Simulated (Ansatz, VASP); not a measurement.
NaH in VASP and in Ansatz

Contents of INCAR:

```
  PREC = Accurate
  ENCUT = 520
  EDIFF = 1E-6
  ISMEAR = 0
  SIGMA = 0.01
  LREAL = False
  LASPH = True
  NELM = 80
  ALGO = Normal
  ISIF = 2
  LWAVE = False
  LCHARG = False
  GGA = PE
  NBANDS = 11
```

KPOINTS

```
regular mesh
0
Gamma
  6 6 6
```

File POSCAR:

```
NaH
1.0
    2.9352903554      0.0000000000      0.0000000000
    0.0000000000      2.9352903554      0.0000000000
    0.0000000000      0.0000000000      2.9352903554
Na H
1 1
Direct
    0.0000000000      0.0000000000      0.0000000000
    0.5000000000      0.5000000000      0.5000000000
```

Input for Ansatz:

```yaml
crystal:
  lattice:
    - [2.9352903554208982, 0.0, 0.0]
    - [0.0, 2.9352903554208982, 0.0]
    - [0.0, 0.0, 2.9352903554208982]
  atoms:
    - { symbol: Na, position: [0.0, 0.0, 0.0] }
    - { symbol: H, position: [0.5, 0.5, 0.5] }
basis:
  ecutwfc: 510.0
kpoints:
  mp_grid:
    grid: [6, 6, 6]
hamiltonian:
  xc: pbe
scf:
  occupations:
    method: fixed
output:
  stress: true
```

Alike in both runs: task single point; functional PBE; k mesh 6 × 6 × 6; no spin polarisation.

|  | VASP | Ansatz |
| --- | --- | --- |
| version | VASP 6.6.1 | Ansatz 0.2.0 |
| potentials or method | VASP PAW PBE potentials, release 64 (Na_pv, H), cutoff 520 eV | plane waves, PAW |
| occupations | gaussian, width 0.01 eV | fixed |
| valence electrons in the cell | 8 | 10 |

VASP gave:

```
pressure (GPa) : 0.7
```

Q: What did Ansatz give for the same quantities?

A: Pressure (GPa): 0.8.

VASP's potentials hold 8 valence electrons a cell and Ansatz's 10, so a difference there can come from the potentials and not from the codes.
